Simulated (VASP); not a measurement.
# LiNbO3 (Pm-3m) in VASP: further runs

LiNbO3 is run at these levels: PBE, r2SCAN; tasks: single point.

Everything below comes from runs of VASP 6.6.1. Logs are shortened: lines on timing, memory, paths and dates and some standing lists are left out, and cuts for length are marked.

## (1) The cell of the first run

The structure is cubic, space group Pm-3m (No. 221). The conventional cell has a = 4.034 Å, b = 4.034 Å, c = 4.034 Å, α = 90.00°, β = 90.00°, γ = 90.00°. Li (site symmetry m-3m) has 12 O at 2.85 Å and 8 Nb at 3.49 Å within 3.8 Å. Nb (site symmetry m-3m) has 6 O at 2.02 Å within 2.7 Å. Within 2.7 Å of O (site symmetry 4/mmm) lie 2 Nb at 2.02 Å.

## (2) Single point, PBE (volume changed by +6%)

The input, INCAR:

```
SYSTEM = LiNbO3
PREC = Accurate
ENCUT = 520
EDIFF = 1E-6
ISMEAR = 0
SIGMA = 0.01
LREAL = .False.
LASPH = .True.
NELM = 60
ALGO = Normal
ISIF = 2
LWAVE = .False.
LCHARG = .True.
GGA = PE
LELF = .True.
LVHAR = .True.
NBANDS = 25
```

The input, KPOINTS:

```
regular mesh
0
Gamma
  6 6 6
  0 0 0
```

The input, POSCAR:

```
LiNbO3
1.0
    4.0336130187      0.0000000000      0.0000000000
    0.0000000000      4.0336130187      0.0000000000
    0.0000000000      0.0000000000      4.0336130187
Li Nb O
1 1 3
Direct
    0.0000000000      0.0000000000      0.0000000000
    0.5000000000      0.5000000000      0.5000000000
    0.5000000000      0.5000000000      0.0000000000
    0.5000000000      0.0000000000      0.5000000000
    0.0000000000      0.5000000000      0.5000000000
```

Potentials or basis: VASP PAW PBE potentials, release 64 (Li_sv, Nb_sv, O).

Command:

```console
$ cat potpaw_PBE.64/Li_sv/POTCAR potpaw_PBE.64/Nb_sv/POTCAR potpaw_PBE.64/O/POTCAR > POTCAR
$ mpirun -np 1 vasp_std > vasp.out
```

OUTCAR:

```text
SYSTEM = LiNbO3
   PREC = Accurate
   ENCUT = 520
   EDIFF = 1E-6
   ISMEAR = 0
   LREAL = .False.
   LASPH = .True.
   NELM = 60
   ISIF = 2
   GGA = PE

 ion  position               nearest neighbor table
   1  0.000  0.000  0.000-
   2  0.500  0.500  0.500-   3 2.02   4 2.02   5 2.02   3 2.02   4 2.02   5 2.02
   3  0.500  0.500  0.000-   2 2.02   2 2.02
   4  0.500  0.000  0.500-   2 2.02   2 2.02
   5  0.000  0.500  0.500-   2 2.02   2 2.02

  LATTYP: Found a simple cubic cell.
 ALAT       =     4.0336130187

  Lattice vectors:

 A1 = (   4.0336130187,   0.0000000000,   0.0000000000)
 A2 = (   0.0000000000,   4.0336130187,   0.0000000000)
 A3 = (   0.0000000000,   0.0000000000,   4.0336130187)

Analysis of symmetry for initial positions (statically):
=====================================================================
 Subroutine PRICEL returns:
 Original cell was already a primitive cell.

 Routine SETGRP: Setting up the symmetry group for a
 simple cubic supercell.

 Subroutine GETGRP returns: Found 48 space group operations
 (whereof 48 operations were pure point group operations)
 out of a pool of 48 trial point group operations.

The static configuration has the point symmetry O_h .

Analysis of symmetry for dynamics (positions and initial velocities):
=====================================================================
 Subroutine PRICEL returns:
 Original cell was already a primitive cell.

 Routine SETGRP: Setting up the symmetry group for a
 simple cubic supercell.

 Subroutine GETGRP returns: Found 48 space group operations
 (whereof 48 operations were pure point group operations)
 out of a pool of 48 trial point group operations.

The dynamic configuration has the point symmetry O_h .

 Subroutine INISYM returns: Found 48 space group operations
 (whereof 48 operations are pure point group operations),
 and found     1 'primitive' translations

----------------------------------------------------------------------------------------

                                     Primitive cell

  volume of cell :      65.6270

  direct lattice vectors                    reciprocal lattice vectors
     4.033613019  0.000000000  0.000000000     0.247916693  0.000000000  0.000000000
     0.000000000  4.033613019  0.000000000     0.000000000  0.247916693  0.000000000
     0.000000000  0.000000000  4.033613019     0.000000000  0.000000000  0.247916693

  length of vectors
     4.033613019  4.033613019  4.033613019     0.247916693  0.247916693  0.247916693

  position of ions in fractional coordinates (direct lattice)
     0.000000000  0.000000000  0.000000000
     0.500000000  0.500000000  0.500000000
     0.500000000  0.500000000  0.000000000
     0.500000000  0.000000000  0.500000000
     0.000000000  0.500000000  0.500000000

  ion indices of the primitive-cell ions
   primitive index   ion index
                 1           1
                 2           2
                 3           3
                 4           4
                 5           5

----------------------------------------------------------------------------------------

 KPOINTS: regular mesh

Automatic generation of k-mesh.
 Grid dimensions read from file:
 generate k-points for:    6    6    6

 Generating k-lattice:

  Cartesian coordinates                     Fractional coordinates (reciprocal lattice)
     0.041319449  0.000000000  0.000000000     0.166666667  0.000000000  0.000000000
     0.000000000  0.041319449  0.000000000     0.000000000  0.166666667  0.000000000
     0.000000000  0.000000000  0.041319449     0.000000000  0.000000000  0.166666667

  Length of vectors
     0.041319449  0.041319449  0.041319449

  Shift w.r.t. Gamma in fractional coordinates (k-lattice)
     0.000000000  0.000000000  0.000000000

 Subroutine IBZKPT returns following result:
 ===========================================

 Found     20 irreducible k-points:

 Following reciprocal coordinates:
            Coordinates               Weight
  0.000000  0.000000  0.000000      1.000000
  0.166667  0.000000  0.000000      6.000000
  0.333333  0.000000  0.000000      6.000000
  0.500000  0.000000  0.000000      3.000000
  0.166667  0.166667  0.000000     12.000000
  0.333333  0.166667  0.000000     24.000000
[... 12 lines left out ...]
  0.500000  0.500000  0.333333      6.000000
  0.500000  0.500000  0.500000      1.000000
   k-points           NKPTS =     20   k-points in BZ     NKDIM =     20   number of bands    NBANDS=     25
   number of dos      NEDOS =    301   number of ions     NIONS =      5
   total plane-waves  NPLWV =  27000
   dimension x,y,z NGX =    30 NGY =   30 NGZ =   30
   dimension x,y,z NGXF=    60 NGYF=   60 NGZF=   60
   ions per type =               1   1   3
   NGX,Y,Z   is equivalent  to a cutoff of  12.36, 12.36, 12.36 a.u.
   NGXF,Y,Z  is equivalent  to a cutoff of  24.73, 24.73, 24.73 a.u.
 SYSTEM =  LiNbO3
   PREC   = accura    normal or accurate (medium, high low for compatibility)
   ISTART =      0    job   : 0-new  1-cont  2-samecut
   ICHARG =      2    charge: 1-file 2-atom 10-const
   ISPIN  =      1    spin polarized calculation?
   LNONCOLLINEAR =      F non collinear calculations
   LSORBIT =      F    spin-orbit coupling
   LASPH  =      T    aspherical Exc in radial PAW
   ENCUT  =  520.0 eV  38.22 Ry    6.18 a.u.   7.50  7.50  7.50*2*pi/ulx,y,z
   NELM   =     60;   NELMIN=  2; NELMDL= -5     # of ELM steps
   EDIFF  = 0.1E-05   stopping-criterion for ELM
   LREAL  =      F    real-space projection
   EDIFFG = 0.1E-04   stopping-criterion for IOM
   NSW    =      0    number of steps for IOM
   IBRION =     -1    ionic relax: 0-MD 1-quasi-New 2-CG
   NFREE  =      0    steps in history (QN), initial steepest desc. (CG)
   ISIF   =      2    stress and relaxation
   ISYM   =      2    0-nonsym 1-usesym 2-fastsym
   POTIM  = 0.5000    time-step for ionic-motion
   TEBEG  =    0.0;   TEEND  =   0.0 temperature during run
   PSTRESS=    0.0 pullay stress
   NELECT =      34.0000    total number of electrons
   NUPDOWN=      -1.0000    fix difference up-down
   EMIN   =  10.00;   EMAX   =-10.00  energy-range for DOS
   EFERMI =   0.00;   METHOD = LEGACY
   ISMEAR =     0;   SIGMA  =   0.01  broadening in eV -4-tet -1-fermi 0-gaus
   EFERMI_NEDOS =   21; number of points for ismear=-14 and -15
   IALGO  =     38    algorithm
   IMIX   =      4    mixing-type and parameters
     AMIX     =   0.40;   BMIX     =  1.00
     AMIX_MAG =   1.60;   BMIX_MAG =  1.00
  volume/ion in A,a.u.               =      13.13        88.57
  Fermi-wavevector in a.u.,A,eV,Ry     =   1.314842  2.484691 23.521882  1.728810
  Thomas-Fermi vector in A             =   2.445067
   LORBIT       =      0    0 simple, 1 ext, 2 COOP (PROOUT), +10 PAW based schemes
   GGA     = PE    functional components
   LHFCALC =     F    Hartree Fock is set to
   AEXX    =    0.0000 exact exchange contribution
   IVDW    =     0    specifies the selected vdW correction
   LEPSILON=     F    determine dielectric tensor
   LRPA    =     F    only Hartree local field effects (RPA)
 non-spin polarized calculation
 Gauss-broadening in eV      SIGMA  =   0.01
  energy-cutoff  :      520.00
  volume of cell :       65.63
 maximum number of plane-waves:      1791
 NGX is ok and might be reduce to    30
   NGX = 15   NGY = 15   NGZ = 15

 number of electron      33.9999970 magnetization

 Free energy of the ion-electron system (eV)
  ---------------------------------------------------
  ext. energy  EPLUGINS =         0.00000000
  ---------------------------------------------------
  free energy    TOTEN  =       -39.08671390 eV

  energy without entropy =      -39.08671390  energy(sigma->0) =      -39.08671390

 E-fermi :   2.8431     XC(G=0):  -9.6372

 val. band max:        2.7356847951   @ k =   0.5000   0.5000   0.5000
 cond. band min:       4.2846938740   @ k =   0.0000   0.0000   0.0000
 fundamental gap:      1.5490090790
 Fermi energy:         2.8430689340

 k-point     1 :       0.0000    0.0000    0.0000
  band No.  band energies     occupation
      1     -52.4022      2.00000
      2     -42.9576      2.00000
      3     -28.4191      2.00000
      4     -28.4191      2.00000
      5     -28.4191      2.00000
      6     -14.4636      2.00000
[... 17 lines left out ...]
     24      13.5033      0.00000
     25      13.5033      0.00000

 k-point     2 :       0.1667    0.0000    0.0000
  band No.  band energies     occupation
      1     -52.4016      2.00000
      2     -42.9575      2.00000
      3     -28.4493      2.00000
      4     -28.4181      2.00000
      5     -28.4181      2.00000
      6     -14.3801      2.00000
[... 17 lines left out ...]
     24      12.2320      0.00000
     25      13.3798      0.00000

 k-point     3 :       0.3333    0.0000    0.0000
  band No.  band energies     occupation
      1     -52.4006      2.00000
      2     -42.9575      2.00000
      3     -28.5089      2.00000
      4     -28.4161      2.00000
      5     -28.4161      2.00000
      6     -14.2962      2.00000
[... 17 lines left out ...]
     24      11.0995      0.00000
     25      13.1608      0.00000

 k-point     4 :       0.5000    0.0000    0.0000
  band No.  band energies     occupation
      1     -52.4001      2.00000
      2     -42.9574      2.00000
      3     -28.5382      2.00000
      4     -28.4151      2.00000
      5     -28.4151      2.00000
      6     -14.2731      2.00000
[... 17 lines left out ...]
     24      11.1621      0.00000
     25      13.0706      0.00000
[... 365 lines left out ...]
 k-point    18 :       0.5000    0.3333    0.3333
  band No.  band energies     occupation
      1     -52.3971      2.00000
      2     -42.9572      2.00000
      3     -28.5316      2.00000
      4     -28.5016      2.00000
      5     -28.5012      2.00000
      6     -13.3921      2.00000
[... 17 lines left out ...]
     24      11.9173      0.00000
     25      12.4504      0.00000

 k-point    19 :       0.5000    0.5000    0.3333
  band No.  band energies     occupation
      1     -52.3966      2.00000
      2     -42.9571      2.00000
      3     -28.5305      2.00000
      4     -28.5305      2.00000
      5     -28.5003      2.00000
      6     -13.3386      2.00000
[... 17 lines left out ...]
     24      12.2748      0.00000
     25      12.3429      0.00000

 k-point    20 :       0.5000    0.5000    0.5000
  band No.  band energies     occupation
      1     -52.3961      2.00000
      2     -42.9571      2.00000
      3     -28.5294      2.00000
      4     -28.5294      2.00000
      5     -28.5294      2.00000
      6     -13.0549      2.00000
[... 17 lines left out ...]
     24      12.3939      0.00000
     25      13.2370      0.00000

------------------------ aborting loop because EDIFF is reached ----------------------------------------

  FORCE on cell =-STRESS in cart. coord.  units (eV):
  Direction    XX          YY          ZZ          XY          YZ          ZX
  --------------------------------------------------------------------------------------
  -------------------------------------------------------------------------------------
  Total       -3.9865343     -3.9865343     -3.9865343     -0.0000000     -0.0000000      0.0000000
  in kB      -97.3247722    -97.3247722    -97.3247722     -0.0000000     -0.0000000      0.0000000
  external PRESSURE =     -97.3247722 kB  Pullay stress =       0.0000000 kB

 VOLUME and BASIS-vectors are now :
 -----------------------------------------------------------------------------
  energy-cutoff  :      520.00
  volume of cell :       65.63
      direct lattice vectors                 reciprocal lattice vectors
     4.033613019  0.000000000  0.000000000     0.247916693  0.000000000  0.000000000
     0.000000000  4.033613019  0.000000000     0.000000000  0.247916693  0.000000000
     0.000000000  0.000000000  4.033613019     0.000000000  0.000000000  0.247916693

 POSITION                                       TOTAL-FORCE (eV/Angst)
 -----------------------------------------------------------------------------------
      0.00000      0.00000      0.00000         0.000000      0.000000      0.000000
      2.01681      2.01681      2.01681         0.000000      0.000000      0.000000
      2.01681      2.01681      0.00000         0.000000      0.000000      0.000000
      2.01681      0.00000      2.01681         0.000000      0.000000      0.000000
      0.00000      2.01681      2.01681         0.000000      0.000000      0.000000
 -----------------------------------------------------------------------------------
    total drift:                                0.000000      0.000000     -0.000000

  FREE ENERGIE OF THE ION-ELECTRON SYSTEM (eV)
  ---------------------------------------------------
  free  energy   TOTEN  =       -39.0867139009 eV

  energy  without entropy=      -39.0867139009  energy(sigma->0) =      -39.08671390
```

Run time: 35 s. Hardware: 1 thread of Intel Xeon 6975P-C (Granite Rapids), shared host; peak memory 0.18 GiB.

What came out:

```yaml
Free_energy: -39.0867 eV
Band_gap_on_the_k_mesh: 1.55 eV, indirect (least direct gap 2.36 eV)
```

Levels at points of the mesh, in eV from the valence-band top:
```
           k point  band 14  band 15  band 16  band 17  band 18  band 19  band 20  band 21
(0.00, 0.00, 0.00)    -1.00    -0.81    -0.81    -0.81     1.55     1.55     1.55     4.37
(0.50, 0.00, 0.00)    -2.07    -1.30    -0.84    -0.84     1.61     3.99     3.99     5.08
(0.50, 0.50, 0.00)    -1.82    -1.82    -1.58    -0.01     4.02     4.02     5.06     6.39
(0.50, 0.50, 0.50)    -4.42     0.00     0.00     0.00     5.05     5.05     5.05     6.76
```

Caveat: the cutoff is under 1.25 times the usual one of these potentials, so pressure, stress and relaxed cells hold a basis-set (Pulay) error.

## (3) Single point, r2SCAN (volume changed by -6%)

POSCAR: that of step 2 with these lines changed.

```diff
@@ -2,5 +2,5 @@
 1.0
-    4.0336130187      0.0000000000      0.0000000000
-    0.0000000000      4.0336130187      0.0000000000
-    0.0000000000      0.0000000000      4.0336130187
+    3.8528770789      0.0000000000      0.0000000000
+    0.0000000000      3.8528770789      0.0000000000
+    0.0000000000      0.0000000000      3.8528770789
 Li Nb O
```

The input, INCAR.step1:

```
PREC = Accurate
ENCUT = 520
ISMEAR = 0
SIGMA = 0.01
LREAL = False
LASPH = True
NELM = 80
NBANDS = 25
GGA = PE
ALGO = Normal
EDIFF = 1E-4
LWAVE = True
LCHARG = False
```

The input, INCAR.step2:

```
PREC = Accurate
ENCUT = 520
EDIFF = 1E-7
ISMEAR = 0
SIGMA = 0.01
LREAL = False
LASPH = True
NELM = 80
ALGO = Normal
ISIF = 2
LWAVE = False
LCHARG = False
METAGGA = R2SCAN
LMIXTAU = True
NBANDS = 25
ISTART = 1
```

The input, KPOINTS:

```
regular mesh
0
Gamma
  6 6 6
```

Potentials or basis: VASP PAW PBE potentials, release 64 (Li_sv, Nb_sv, O).

Command:

```console
$ cat potpaw_PBE.64/Li_sv/POTCAR potpaw_PBE.64/Nb_sv/POTCAR potpaw_PBE.64/O/POTCAR > POTCAR
$ cp INCAR.step1 INCAR
$ mpirun -np 1 vasp_std > vasp.out
$ cp INCAR.step2 INCAR
$ mpirun -np 1 vasp_std > vasp.out
```

Run time: 2 min. Hardware: 1 thread of Intel Xeon 6975P-C (Granite Rapids), shared host; peak memory 0.18 GiB.

Results (log left out):

```
Free energy            : -58.2103 eV
Band gap on the k mesh : 2.26 eV, indirect (least direct gap 3.06 eV)
```

Levels at points of the mesh, in eV from the valence-band top:
| k point | band 14 | band 15 | band 16 | band 17 | band 18 | band 19 | band 20 | band 21 |
| --- | --- | --- | --- | --- | --- | --- | --- | --- |
| (0.00, 0.00, 0.00) | -1.27 | -0.80 | -0.80 | -0.80 | 2.26 | 2.26 | 2.26 | 5.56 |
| (0.50, 0.00, 0.00) | -2.13 | -1.66 | -0.87 | -0.87 | 2.35 | 5.27 | 5.27 | 6.88 |
| (0.50, 0.50, 0.00) | -2.23 | -2.23 | -1.35 | -0.02 | 5.31 | 5.31 | 6.63 | 8.59 |
| (0.50, 0.50, 0.50) | -4.66 | 0.00 | 0.00 | 0.00 | 6.61 | 6.61 | 6.61 | 7.90 |

Caveat: the cutoff is under 1.25 times the usual one of these potentials, so pressure, stress and relaxed cells hold a basis-set (Pulay) error; the PAW data sets were made with another functional, which shifts forces and pressure a little. A k mesh can miss the band edges.
